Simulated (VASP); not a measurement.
Write the native input for VASP 6.6.1 that does the following.

* Task: relaxation of shape and atoms at fixed volume
* Functional: PBEsol
* Potentials or basis: VASP PAW PBE potentials, release 64 (Ni)
* Cutoff: 600 eV
* k mesh: 18 × 18 × 10
* Occupations: fermi-dirac, width 0.1 eV
* Spin: collinear spin, ferromagnetic start
* Starting moments: [1.0, 1.0] μB
* Dipole correction: no
* Further INCAR settings: ALGO = Normal; EDIFF = 1e-07; IBRION = 2; EDIFFG = -0.005; NSW = 50; ISIF = 4

The structure of Ni lies in POSCAR:

```
Ni
1.0
    2.2735749234      0.0000000000      0.0000000000
   -1.1367874617      1.9689736411      0.0000000000
    0.0000000000      0.0000000000      3.7272952689
Ni
2
Direct
    0.3333333333      0.6666666667      0.2500000000
    0.6666666667      0.3333333333      0.7500000000
```

This isn't the form of Ni at room conditions, which is fcc.

The input as run:

INCAR

```
SYSTEM = Ni
PREC = Accurate
ENCUT = 600
EDIFF = 1E-7
ISMEAR = -1
SIGMA = 0.1
LREAL = .False.
LASPH = .True.
NELM = 150
ALGO = Normal
ISIF = 4
LWAVE = .False.
LCHARG = .False.
ISPIN = 2
MAGMOM = 1 1
LORBIT = 11
LMAXMIX = 4
GGA = PS
IBRION = 2
NSW = 50
EDIFFG = -0.005
```

KPOINTS

```
Automatic mesh
0
Gamma
  18 18 10
  0 0 0
```

Potentials or basis: VASP PAW PBE potentials, release 64 (Ni).

Launch:

```sh
$ cat potpaw_PBE.64/Ni/POTCAR > POTCAR
$ mpirun -np 1 vasp_std > vasp.out
```

It gave:

- Energy gained by relaxing: 0.0 meV/atom
- Ionic steps: 2
- Pressure after relaxing: 85.6 GPa
- Net moment: 1.08 μB per cell
- Site moments: Ni +0.53 μB
- Valence electrons inside the program's atomic spheres: Ni 9.94

Caveat: the PAW data sets were made with another functional, which shifts forces and pressure a little.

Wall time 64 s on 1 thread of Intel(R) Xeon(R) 6975P-C (Granite Rapids), on a shared host, peak memory 0.22 GiB.
